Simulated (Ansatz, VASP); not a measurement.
## Li2S: VASP beside Ansatz

The input INCAR:

```
ALGO = Normal
EDIFF = 1E-6
ENCUT = 750
GGA = PE
GGA_COMPAT = False
ISIF = 2
ISMEAR = 0
LASPH = True
LCHARG = True
LELF = True
LREAL = False
LVHAR = True
LWAVE = False
NBANDS = 13
NELM = 120
PREC = Accurate
SIGMA = 0.1
```

File KPOINTS:

```
k-points
0
Gamma
  6 6 6
```

The input POSCAR:

```
Li2S
1.0
    0.0000000000      2.8351678400      2.8351678400
    2.8351678400      0.0000000000      2.8351678400
    2.8351678400      2.8351678400      0.0000000000
Li S
2 1
Direct
    0.7500000000      0.7500000000      0.7500000000
    0.2500000000      0.2500000000      0.2500000000
    0.0000000000      0.0000000000      0.0000000000
```

Input for Ansatz:

```yaml
crystal:
  lattice:
    - [0.0, 2.83516784, 2.83516784]
    - [2.83516784, 0.0, 2.83516784]
    - [2.83516784, 2.83516784, 0.0]
  atoms:
    - { symbol: Li, position: [0.75, 0.75, 0.75] }
    - { symbol: Li, position: [0.25, 0.25, 0.25] }
    - { symbol: S, position: [0.0, 0.0, 0.0] }
basis:
  ecutwfc: 420
kpoints:
  mp_grid: { grid: [6, 6, 6] }
hamiltonian:
  xc: pbe
  pseudopotentials: { kind: paw }
scf:
  occupations: { method: gaussian, width: 0.1 }
output:
  forces: true
  stress: true
  eigenvalues: true
```

Alike in both runs: task single point; functional PBE; k mesh 6 × 6 × 6; occupations gaussian, width 0.1 eV; no spin polarisation.

```csv
,VASP,Ansatz
version,VASP 6.6.1,Ansatz 0.2.0
potentials or method,"VASP PAW PBE potentials, release 64 (Li_sv, S), cutoff 750 eV","scalar-relativistic, plane waves, PAW"
valence electrons in the cell,12,12
```

|  | VASP | Ansatz | Ansatz less VASP |
| --- | --- | --- | --- |
| gap on the k mesh at the Fermi level (eV) | 3.38 | 3.38 | +0.001 |
| least direct gap on the mesh (eV) | 4.34 | 4.34 | -0.003 |
| pressure (GPa) | 0.7 | 0.8 | +0.13 |

The functional is the same, so the differences come from potentials, cutoffs and numerics.
